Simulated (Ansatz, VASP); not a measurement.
# Two plane-wave programs on CdO

INCAR

```
SYSTEM = CdO
PREC = Accurate ; ENCUT = 700
EDIFF = 1E-6 ; ISMEAR = 0
SIGMA = 0.05 ; LREAL = .FALSE.
LASPH = .TRUE. ; NELM = 120
ALGO = Normal ; ISIF = 2
LWAVE = .FALSE. ; LCHARG = .FALSE.
GGA = PE ; IVDW = 13
NBANDS = 20 ; GGA_COMPAT = .FALSE.
```

File KPOINTS:

```
Automatic mesh
0
G
  8 8 8
  0 0 0
```

POSCAR

```
CdO
1.0
    0.0000000000      2.3315028270      2.3315028270
    2.3315028270      0.0000000000      2.3315028270
    2.3315028270      2.3315028270      0.0000000000
Cd O
1 1
Direct
    0.0000000000      0.0000000000      0.0000000000
    0.5000000000      0.5000000000      0.5000000000
```

Input for Ansatz:

```yaml
crystal:
  lattice:
    - [0.0, 2.331502827, 2.331502827]
    - [2.331502827, 0.0, 2.331502827]
    - [2.331502827, 2.331502827, 0.0]
  atoms:
    - { symbol: Cd, position: [0.0, 0.0, 0.0] }
    - { symbol: O, position: [0.5, 0.5, 0.5] }
basis:
  ecutwfc: 420
  ecutrho_ratio: 4
kpoints:
  mp_grid: { grid: [8, 8, 8] }
hamiltonian:
  xc: pbe
  dispersion: d4
scf:
  occupations: { method: gaussian, width: 0.05 }
output:
  forces: true
  stress: true
  eigenvalues: true
```

Alike in both runs: task single point; functional PBE; dispersion D4; k mesh 8 × 8 × 8; occupations gaussian, width 0.05 eV; no spin polarisation.

```csv
,VASP,Ansatz
version,VASP 6.6.1,Ansatz 0.2.0
potentials or method,"VASP PAW PBE potentials, release 64 (Cd_sv_GW, O), cutoff 700 eV","scalar-relativistic, plane waves, PAW"
valence electrons in the cell,26,26
```

Ansatz gave:

```
gap on the k mesh at the Fermi level (eV) : none
pressure (GPa)                            : 6.1
```

Question: Which values does VASP return?

Answer: gap on the k mesh at the Fermi level (eV): none; pressure (GPa): 5.9.

A gap of «none» marks a metal or a gap that the smearing closes.
